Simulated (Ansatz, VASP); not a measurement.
## La: VASP beside Ansatz

```xyz
1
Lattice="3.2540 0.0000 0.0000 0.0000 3.2540 0.0000 0.0000 0.0000 3.2540" Properties=species:S:1:pos:R:3 pbc="T T T"
La    0.0000    0.0000    0.0000
```

Alike in both runs: task single point; functional r2SCAN; k mesh 11 × 11 × 11; occupations fermi-dirac, width 0.1 eV; no spin polarisation.

```csv
,VASP,Ansatz
version,VASP 6.6.1,Ansatz 0.2.0
potentials or method,"VASP PAW PBE potentials, release 64 (La), cutoff 520 eV","plane waves (500 eV) with PAW, scalar-relativistic"
valence electrons in the cell,11,11
```

```tsv
	VASP	Ansatz	Ansatz less VASP
pressure (GPa)	1.1	1.1	-0.03
```

VASP's potentials were made for PBE, not for r2SCAN.

Spin-orbit coupling is off throughout.
